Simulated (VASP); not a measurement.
Crystal: GaSb.

```
Sb Ga
1.0
    -2.75343    2.75343    1.59071
     2.75343   -2.75343    1.59071
     2.75343    2.75343   -1.59071
Sb Ga
1 1
Cartesian
  0.0000 0.0000 0.0000
  0.0000 2.7534 0.7954
```

| Quantity | Value |
| --- | --- |
| Program | VASP 6.6.1 |
| Task | relaxation of cell and atoms |
| Functional | RPBE |
| Potentials or basis | VASP PAW PBE potentials, release 64 (Sb, Ga_d) |
| Cutoff | 600 eV |
| k mesh | 10 × 10 × 10 |
| Occupations | fermi-dirac, width 0.05 eV |
| Spin | no spin polarisation |

At the start: pressure 1.6 GPa; volume 24.12 Å³/atom.

How do energy, volume and symmetry change on relaxing?

Over 7 steps the energy falls by 4.7 meV/atom and the volume is 24.88 Å³/atom (+3.1 %); space group I-4m2 (No. 119, to 0.1 Å) before and after.

Step by step:
| step | energy change (eV) | largest force (eV/Å) | pressure (GPa) | volume (Å³) |
| --- | --- | --- | --- | --- |
| 1 | 0.0000 | 0.0000 | 1.64 | 48.24 |
| 2 | -0.0091 | 0.0000 | -0.16 | 49.98 |
| 3 | -0.0091 | 0.0000 | -0.07 | 49.87 |
| 4 | -0.0091 | 0.0000 | -0.01 | 49.84 |
| 5 | -0.0093 | 0.0000 | -0.07 | 49.80 |
| 6 | -0.0093 | 0.0000 | -0.05 | 49.75 |
| 7 | -0.0093 | 0.0000 | -0.01 | 49.76 |

Final structure:
```xyz
2
Lattice="-2.7943 2.7943 1.5931 2.7943 -2.7943 1.5931 2.7943 2.7943 -1.5931" Properties=species:S:1:pos:R:3 pbc="T T T"
Sb    0.0000    0.0000    0.0000
Ga    0.0000    2.7943    0.7966
```

Caveat: the PAW data sets were made with another functional, which shifts forces and pressure a little.
